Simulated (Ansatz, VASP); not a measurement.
**HfO2 in VASP and in Ansatz**

```
Hf O
1.0
     4.83820    0.00000    0.00000
     0.00000    4.83820    0.00000
     0.06441    0.00000    3.22035
Hf O
2 4
Direct
  0.00000 0.00000 0.00000
  0.50000 0.50000 0.50000
  0.19503 0.80517 0.49642
  0.30497 0.30517 0.00358
  0.69503 0.69483 0.99642
  0.80497 0.19483 0.50358
```

Change from the starting cell: shear of c along a, cell held, atoms relaxed: +2.0 %.

Alike in both runs: functional r2SCAN; k mesh 6 × 6 × 8; occupations gaussian, width 0.02 eV; no spin polarisation.

Ansatz relaxed the structure, and its values are those at the end. VASP's run is a single point on that final structure, the one shown.

```csv
,VASP,Ansatz
version,VASP 6.6.1,Ansatz 0.2.0
potentials or method,"VASP PAW PBE potentials, release 64 (Hf_pv, O), cutoff 520 eV","scalar-relativistic, plane waves, PAW"
valence electrons in the cell,44,76
```

VASP gave:

```
gap on the k mesh at the Fermi level (eV) : 4.46
least direct gap on the mesh (eV)         : 4.46
pressure (GPa)                            : -3.2
rms of the force components (eV/Å)        : 0.024
```

Problem. Estimate Ansatz's values.

Solution. gap on the k mesh at the Fermi level (eV): 4.52; least direct gap on the mesh (eV): 4.52; pressure (GPa): 0.0; rms of the force components (eV/Å): 0.000.

VASP's potentials were made for PBE, not for r2SCAN. VASP's potentials hold 44 valence electrons a cell and Ansatz's 76, so a difference there can come from the potentials and not from the codes. Ansatz's warnings: stress scf threshold loose.

Spin-orbit coupling is off throughout.
